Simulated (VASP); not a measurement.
# SiO2 (P4_2/mnm) in VASP: notebook

The runs below take SiO2 through single point, with PBE.

Everything below comes from runs of VASP 6.6.1. Logs are shortened: lines on timing, memory, paths and dates and some standing lists are left out, and cuts for length are marked.

### 1 The cell of the first run

The structure is tetragonal, space group P4_2/mnm (No. 136). The conventional cell has a = 4.390 Å, b = 4.390 Å, c = 2.705 Å, α = 90.00°, β = 90.00°, γ = 90.00°. Within 2.4 Å of Si (site symmetry mmm) lie 6 O at 1.81 to 1.91 Å. Within 2.4 Å of O (site symmetry m2m) lie 3 Si at 1.81 to 1.91 Å and 1 O at 2.40 Å.

### 2 Single point, PBE (8.69 Å³/atom)

Contents of INCAR:

```
PREC     = Accurate       # precision mode
ENCUT    = 520            # plane-wave cutoff, eV
EDIFF    = 1E-6           # SCF threshold, eV
ISMEAR   = 0              # smearing method
SIGMA    = 0.05           # smearing width, eV
LREAL    = F              # projectors in reciprocal space
LASPH    = T              # aspherical terms in the spheres
NELM     = 100            # most SCF steps
ALGO     = Normal         # electronic algorithm
ISIF     = 2              # what is computed and relaxed
LWAVE    = F              # write WAVECAR
LCHARG   = F              # write CHGCAR
GGA      = PE             # functional
NBANDS   = 25             # bands
```

Contents of KPOINTS:

```
regular mesh
0
Gamma
  6 6 10
```

Contents of POSCAR:

```
SiO2
1.0
    4.3899201528      0.0000000000      0.0000000000
    0.0000000000      4.3899201528      0.0000000000
    0.0000000000      0.0000000000      2.7046298061
Si O
2 4
Direct
    0.5000000000      0.5000000000      0.5000000000
    0.0000000000      0.0000000000      0.0000000000
    0.6930127928      0.6930127928      0.0000000000
    0.1930127928      0.8069872072      0.5000000000
    0.3069872072      0.3069872072      0.0000000000
    0.8069872072      0.1930127928      0.5000000000
```

Potentials or basis: VASP PAW PBE potentials, release 64 (Si, O).

The run is started by

```console
$ cat potpaw_PBE.64/Si/POTCAR potpaw_PBE.64/O/POTCAR > POTCAR
$ mpirun -np 1 vasp_std > vasp.out
```

OUTCAR:

```text
PREC = Accurate
   ENCUT = 520
   EDIFF = 1E-6
   ISMEAR = 0
   LREAL = F
   LASPH = T
   NELM = 100
   ISIF = 2
   GGA = PE

 ion  position               nearest neighbor table
   1  0.500  0.500  0.500-   3 1.81   5 1.81   3 1.81   5 1.81   4 1.91   6 1.91
   2  0.000  0.000  0.000-   4 1.81   6 1.81   4 1.81   6 1.81   5 1.91   3 1.91
   3  0.693  0.693  0.000-   1 1.81   1 1.81   2 1.91
   4  0.193  0.807  0.500-   2 1.81   2 1.81   1 1.91
   5  0.307  0.307  0.000-   1 1.81   1 1.81   2 1.91
   6  0.807  0.193  0.500-   2 1.81   2 1.81   1 1.91

  LATTYP: Found a simple tetragonal cell.
 ALAT       =     4.3899201528
 C/A-ratio  =     0.6161000000

  Lattice vectors:

 A1 = (   4.3899201528,   0.0000000000,   0.0000000000)
 A2 = (   0.0000000000,   4.3899201528,   0.0000000000)
 A3 = (   0.0000000000,   0.0000000000,   2.7046298061)

Analysis of symmetry for initial positions (statically):
=====================================================================
 Subroutine PRICEL returns:
 Original cell was already a primitive cell.

 Routine SETGRP: Setting up the symmetry group for a
 simple tetragonal supercell.

 Subroutine GETGRP returns: Found 16 space group operations
 (whereof  8 operations were pure point group operations)
 out of a pool of 16 trial point group operations.

The static configuration has the point symmetry D_2h.
 The point group associated with its full space group is D_4h.

Analysis of symmetry for dynamics (positions and initial velocities):
=====================================================================
 Subroutine PRICEL returns:
 Original cell was already a primitive cell.

 Routine SETGRP: Setting up the symmetry group for a
 simple tetragonal supercell.

 Subroutine GETGRP returns: Found 16 space group operations
 (whereof  8 operations were pure point group operations)
 out of a pool of 16 trial point group operations.

The dynamic configuration has the point symmetry D_2h.
 The point group associated with its full space group is D_4h.

 Subroutine INISYM returns: Found 16 space group operations
 (whereof  8 operations are pure point group operations),
 and found     1 'primitive' translations

----------------------------------------------------------------------------------------

                                     Primitive cell

  volume of cell :      52.1220

  direct lattice vectors                    reciprocal lattice vectors
     4.389920153  0.000000000  0.000000000     0.227794576  0.000000000  0.000000000
     0.000000000  4.389920153  0.000000000     0.000000000  0.227794576  0.000000000
     0.000000000  0.000000000  2.704629806     0.000000000  0.000000000  0.369736368

  length of vectors
     4.389920153  4.389920153  2.704629806     0.227794576  0.227794576  0.369736368

  position of ions in fractional coordinates (direct lattice)
     0.500000000  0.500000000  0.500000000
     0.000000000  0.000000000  0.000000000
     0.693012793  0.693012793  0.000000000
     0.193012793  0.806987207  0.500000000
     0.306987207  0.306987207  0.000000000
     0.806987207  0.193012793  0.500000000

  ion indices of the primitive-cell ions
   primitive index   ion index
                 1           1
                 2           2
                 3           3
                 4           4
                 5           5
                 6           6

----------------------------------------------------------------------------------------

 KPOINTS: regular mesh

Automatic generation of k-mesh.
 Grid dimensions read from file:
 generate k-points for:    6    6   10

 Generating k-lattice:

  Cartesian coordinates                     Fractional coordinates (reciprocal lattice)
     0.037965763  0.000000000  0.000000000     0.166666667  0.000000000  0.000000000
     0.000000000  0.037965763  0.000000000     0.000000000  0.166666667  0.000000000
     0.000000000  0.000000000  0.036973637     0.000000000  0.000000000  0.100000000

  Length of vectors
     0.037965763  0.037965763  0.036973637

  Shift w.r.t. Gamma in fractional coordinates (k-lattice)
     0.000000000  0.000000000  0.000000000

 Subroutine IBZKPT returns following result:
 ===========================================

 Found     60 irreducible k-points:

 Following reciprocal coordinates:
            Coordinates               Weight
  0.000000  0.000000  0.000000      1.000000
  0.166667  0.000000  0.000000      4.000000
  0.333333  0.000000  0.000000      4.000000
  0.500000  0.000000  0.000000      2.000000
  0.166667  0.166667  0.000000      4.000000
  0.333333  0.166667  0.000000      8.000000
[... 16 lines left out ...]
  0.333333  0.000000  0.200000      8.000000
  0.500000  0.000000  0.200000      4.000000
 [... further k-points ...]
   k-points           NKPTS =     60   k-points in BZ     NKDIM =     60   number of bands    NBANDS=     25
   number of dos      NEDOS =    301   number of ions     NIONS =      6
   total plane-waves  NPLWV =  25920
   dimension x,y,z NGX =    36 NGY =   36 NGZ =   20
   dimension x,y,z NGXF=    72 NGYF=   72 NGZF=   40
   ions per type =               2   4
   NGX,Y,Z   is equivalent  to a cutoff of  13.63, 13.63, 12.29 a.u.
   NGXF,Y,Z  is equivalent  to a cutoff of  27.27, 27.27, 24.59 a.u.
 SYSTEM =  unknown system
   PREC   = accura    normal or accurate (medium, high low for compatibility)
   ISTART =      0    job   : 0-new  1-cont  2-samecut
   ICHARG =      2    charge: 1-file 2-atom 10-const
   ISPIN  =      1    spin polarized calculation?
   LNONCOLLINEAR =      F non collinear calculations
   LSORBIT =      F    spin-orbit coupling
   LASPH  =      T    aspherical Exc in radial PAW
   ENCUT  =  520.0 eV  38.22 Ry    6.18 a.u.   8.16  8.16  5.03*2*pi/ulx,y,z
   NELM   =    100;   NELMIN=  2; NELMDL= -5     # of ELM steps
   EDIFF  = 0.1E-05   stopping-criterion for ELM
   LREAL  =      F    real-space projection
   EDIFFG = 0.1E-04   stopping-criterion for IOM
   NSW    =      0    number of steps for IOM
   IBRION =     -1    ionic relax: 0-MD 1-quasi-New 2-CG
   NFREE  =      0    steps in history (QN), initial steepest desc. (CG)
   ISIF   =      2    stress and relaxation
   ISYM   =      2    0-nonsym 1-usesym 2-fastsym
   POTIM  = 0.5000    time-step for ionic-motion
   TEBEG  =    0.0;   TEEND  =   0.0 temperature during run
   PSTRESS=    0.0 pullay stress
   NELECT =      32.0000    total number of electrons
   NUPDOWN=      -1.0000    fix difference up-down
   EMIN   =  10.00;   EMAX   =-10.00  energy-range for DOS
   EFERMI =   0.00;   METHOD = LEGACY
   ISMEAR =     0;   SIGMA  =   0.05  broadening in eV -4-tet -1-fermi 0-gaus
   EFERMI_NEDOS =   21; number of points for ismear=-14 and -15
   IALGO  =     38    algorithm
   IMIX   =      4    mixing-type and parameters
     AMIX     =   0.40;   BMIX     =  1.00
     AMIX_MAG =   1.60;   BMIX_MAG =  1.00
  volume/ion in A,a.u.               =       8.69        58.62
  Fermi-wavevector in a.u.,A,eV,Ry     =   1.391397  2.629359 26.340692  1.935986
  Thomas-Fermi vector in A             =   2.515240
   LORBIT       =      0    0 simple, 1 ext, 2 COOP (PROOUT), +10 PAW based schemes
   GGA     = PE    functional components
   LHFCALC =     F    Hartree Fock is set to
   AEXX    =    0.0000 exact exchange contribution
   IVDW    =     0    specifies the selected vdW correction
   LEPSILON=     F    determine dielectric tensor
   LRPA    =     F    only Hartree local field effects (RPA)
 non-spin polarized calculation
 Gauss-broadening in eV      SIGMA  =   0.05
  energy-cutoff  :      520.00
  volume of cell :       52.12
 maximum number of plane-waves:      1426
 NGX is ok and might be reduce to    36
   NGX = 17   NGY = 17   NGZ = 11

 number of electron      31.9999969 magnetization

 Free energy of the ion-electron system (eV)
  ---------------------------------------------------
  ext. energy  EPLUGINS =         0.00000000
  ---------------------------------------------------
  free energy    TOTEN  =       -46.06969987 eV

  energy without entropy =      -46.06969987  energy(sigma->0) =      -46.06969987

 E-fermi :   6.9534     XC(G=0): -11.6777

 val. band max:        6.6837469691   @ k =   0.0000   0.0000   0.0000
 cond. band min:      10.5506512402   @ k =   0.0000   0.0000   0.0000
 fundamental gap:      3.8669042712
 Fermi energy:         6.9533687728

 k-point     1 :       0.0000    0.0000    0.0000
  band No.  band energies     occupation
      1     -14.7824      2.00000
      2     -11.7471      2.00000
      3     -11.7471      2.00000
      4     -11.6548      2.00000
      5      -3.4817      2.00000
      6       0.7470      2.00000
[... 17 lines left out ...]
     24      19.1815      0.00000
     25      20.7140      0.00000

 k-point     2 :       0.1667    0.0000    0.0000
  band No.  band energies     occupation
      1     -14.6599      2.00000
      2     -12.3221      2.00000
      3     -11.6893      2.00000
      4     -11.3247      2.00000
      5      -3.2907      2.00000
      6       0.0577      2.00000
[... 17 lines left out ...]
     24      18.7915      0.00000
     25      20.7471      0.00000

 k-point     3 :       0.3333    0.0000    0.0000
  band No.  band energies     occupation
      1     -14.3025      2.00000
      2     -13.0492      2.00000
      3     -11.5354      2.00000
      4     -11.2354      2.00000
      5      -2.7606      2.00000
      6      -0.9992      2.00000
[... 552 lines left out ...]
 k-point    23 :       0.3333    0.0000    0.2000
  band No.  band energies     occupation
      1     -13.8530      2.00000
      2     -12.7081      2.00000
      3     -11.3475      2.00000
      4     -11.1433      2.00000
      5      -2.4405      2.00000
      6      -0.6364      2.00000
[... 17 lines left out ...]
     24      19.3397      0.00000
     25      20.4274      0.00000

 k-point    24 :       0.5000    0.0000    0.2000
  band No.  band energies     occupation
      1     -13.3375      2.00000
      2     -13.3375      2.00000
      3     -11.2137      2.00000
      4     -11.2137      2.00000
      5      -1.5945      2.00000
      6      -1.5945      2.00000
[... 17 lines left out ...]
     24      19.0636      0.00000
     25      20.1705      0.00000

 [... further k-points ...]

------------------------ aborting loop because EDIFF is reached ----------------------------------------

  FORCE on cell =-STRESS in cart. coord.  units (eV):
  Direction    XX          YY          ZZ          XY          YZ          ZX
  --------------------------------------------------------------------------------------
  -------------------------------------------------------------------------------------
  Total       -6.5990189     -6.5990189     -4.2648805      0.0000000      0.0000000      0.0000000
  in kB     -202.8471379   -202.8471379   -131.0980948      0.0000000      0.0000000      0.0000000
  external PRESSURE =    -178.9307902 kB  Pullay stress =       0.0000000 kB

 VOLUME and BASIS-vectors are now :
 -----------------------------------------------------------------------------
  energy-cutoff  :      520.00
  volume of cell :       52.12
      direct lattice vectors                 reciprocal lattice vectors
     4.389920153  0.000000000  0.000000000     0.227794576  0.000000000  0.000000000
     0.000000000  4.389920153  0.000000000     0.000000000  0.227794576  0.000000000
     0.000000000  0.000000000  2.704629806     0.000000000  0.000000000  0.369736368

 POSITION                                       TOTAL-FORCE (eV/Angst)
 -----------------------------------------------------------------------------------
      2.19496      2.19496      1.35231         0.000000     -0.000000      0.000000
      0.00000      0.00000      0.00000         0.000000     -0.000000      0.000000
      3.04227      3.04227      0.00000        -0.537120     -0.537120      0.000000
      0.84731      3.54261      1.35231        -0.537120      0.537120      0.000000
      1.34765      1.34765      0.00000         0.537120      0.537120      0.000000
      3.54261      0.84731      1.35231         0.537120     -0.537120      0.000000
 -----------------------------------------------------------------------------------
    total drift:                                0.000000      0.000000     -0.000000

  FREE ENERGIE OF THE ION-ELECTRON SYSTEM (eV)
  ---------------------------------------------------
  free  energy   TOTEN  =       -46.0696998678 eV

  energy  without entropy=      -46.0696998678  energy(sigma->0) =      -46.06969987
```

Run time: 22 s. Hardware: 1 thread of Intel Xeon 6975P-C (Granite Rapids), shared host; peak memory 0.19 GiB.

Results:

```yaml
Free_energy: -46.0697 eV
Pressure: -17.9 GPa
Largest_force: 0.760 eV/Å
Band_gap_on_the_k_mesh: 3.87 eV
```

Forces on the atoms (eV/Å):
```
Si   0.000  0.000  0.000
Si   0.000  0.000  0.000
O   -0.537 -0.537  0.000
O   -0.537  0.537  0.000
O    0.537  0.537  0.000
O    0.537 -0.537  0.000
```

Caveat: the cell stands under tension. A k mesh can miss the band edges.

### 3 Single point, PBE (9.01 Å³/atom)

This run uses another cell than the first one, of 9.01 Å³/atom.

Contents of INCAR:

```
PREC = Accurate
ENCUT = 520
EDIFF = 1E-6
ISMEAR = 0
SIGMA = 0.05
LREAL = False
LASPH = True
NELM = 100
ALGO = Normal
ISIF = 2
LWAVE = False
LCHARG = False
GGA = PE
NBANDS = 25
```

KPOINTS is that of step 2.

POSCAR: that of step 2 with these lines changed.

```diff
@@ -2,5 +2,5 @@
 1.0
-    4.3899201528      0.0000000000      0.0000000000
-    0.0000000000      4.3899201528      0.0000000000
-    0.0000000000      0.0000000000      2.7046298061
+    4.3113699901      0.0000000000      0.0000000000
+    0.0000000000      4.3113699901      0.0000000000
+    0.0000000000      0.0000000000      2.9080190583
 Si O
```

Potentials or basis: VASP PAW PBE potentials, release 64 (Si, O).

The run is started by

```console
$ cat potpaw_PBE.64/Si/POTCAR potpaw_PBE.64/O/POTCAR > POTCAR
$ mpirun -np 1 vasp_std > vasp.out
```

OUTCAR:

```text
PREC = Accurate
   ENCUT = 520
   EDIFF = 1E-6
   ISMEAR = 0
   LREAL = False
   LASPH = True
   NELM = 100
   ISIF = 2
   GGA = PE

 ion  position               nearest neighbor table
   1  0.500  0.500  0.500-   3 1.87   5 1.87   3 1.87   5 1.87   4 1.87   6 1.87
   2  0.000  0.000  0.000-   4 1.87   6 1.87   4 1.87   6 1.87   5 1.87   3 1.87
   3  0.693  0.693  0.000-   1 1.87   1 1.87   2 1.87
   4  0.193  0.807  0.500-   2 1.87   2 1.87   1 1.87
   5  0.307  0.307  0.000-   1 1.87   1 1.87   2 1.87
   6  0.807  0.193  0.500-   2 1.87   2 1.87   1 1.87
[... 881 lines left out ...]
  -------------------------------------------------------------------------------------
  Total       -6.6826267     -6.6826267    -14.9943276      0.0000000      0.0000000      0.0000000
  in kB     -198.0751293   -198.0751293   -444.4365226      0.0000000      0.0000000      0.0000000
  external PRESSURE =    -280.1955937 kB  Pullay stress =       0.0000000 kB

 VOLUME and BASIS-vectors are now :
 -----------------------------------------------------------------------------
  energy-cutoff  :      520.00
  volume of cell :       54.05
      direct lattice vectors                 reciprocal lattice vectors
     4.311369990  0.000000000  0.000000000     0.231944835  0.000000000  0.000000000
     0.000000000  4.311369990  0.000000000     0.000000000  0.231944835  0.000000000
     0.000000000  0.000000000  2.908019058     0.000000000  0.000000000  0.343876701

 POSITION                                       TOTAL-FORCE (eV/Angst)
 -----------------------------------------------------------------------------------
      2.15568      2.15568      1.45401         0.000000      0.000000     -0.000000
      0.00000      0.00000      0.00000         0.000000      0.000000     -0.000000
      2.98783      2.98783      0.00000        -0.035258     -0.035258     -0.000000
      0.83215      3.47922      1.45401        -0.035258      0.035258     -0.000000
      1.32354      1.32354      0.00000         0.035258      0.035258      0.000000
      3.47922      0.83215      1.45401         0.035258     -0.035258     -0.000000
 -----------------------------------------------------------------------------------
    total drift:                                0.000000      0.000000     -0.000000

  FREE ENERGIE OF THE ION-ELECTRON SYSTEM (eV)
  ---------------------------------------------------
  free  energy   TOTEN  =       -45.5900316017 eV

  energy  without entropy=      -45.5900316017  energy(sigma->0) =      -45.59003160
```

stdout:

```text
POSCAR found type information on POSCAR SiO
 POSCAR found :  2 types and       6 ions
 scaLAPACK will be used
 LDA part: xc-table for (Slater+PW92), standard interpolation
 POSCAR, INCAR and KPOINTS ok, starting setup
 FFT: planning ... GRIDC
 FFT: planning ... GRID_SOFT
 FFT: planning ... GRID
 WAVECAR not read
 entering main loop
```

It took 20 s on 1 thread of Intel Xeon 6975P-C (Granite Rapids), shared host; peak memory 0.19 GiB.

Results:

```
Free energy            : -45.5900 eV
Pressure               : -28.0 GPa
Largest force          : 0.050 eV/Å
Band gap on the k mesh : 2.95 eV
```

Forces on the atoms (eV/Å):
```
Si   0.000  0.000  0.000
Si   0.000  0.000  0.000
O   -0.035 -0.035  0.000
O   -0.035  0.035  0.000
O    0.035  0.035  0.000
O    0.035 -0.035  0.000
```

Stress tensor (GPa, compression positive):
```
-19.81   0.00   0.00
  0.00 -19.81   0.00
  0.00   0.00 -44.44
```

Levels at points of the mesh, in eV from the valence-band top:
```tsv
k point	band 12	band 13	band 14	band 15	band 16	band 17	band 18	band 19	band 20	band 21
(0.00, 0.00, 0.00)	-2.92	-2.55	-0.72	-0.72	0.00	2.95	5.28	6.68	6.68	9.60
(0.50, 0.00, 0.00)	-3.20	-2.53	-2.53	-0.86	-0.86	5.47	5.47	7.34	7.34	10.47
(0.50, 0.50, 0.00)	-3.05	-2.44	-2.44	-1.66	-1.66	5.24	5.24	8.17	8.17	11.94
(0.00, 0.00, 0.50)	-4.00	-2.53	-2.53	-2.15	-2.15	7.21	7.21	11.20	11.20	11.43
(0.50, 0.00, 0.50)	-3.31	-1.84	-1.84	-1.38	-1.38	7.21	7.21	8.69	8.69	11.80
(0.50, 0.50, 0.50)	-3.87	-1.39	-1.39	-1.20	-1.20	5.60	5.60	10.04	10.04	10.94
```

Caveat: the cell stands under tension.
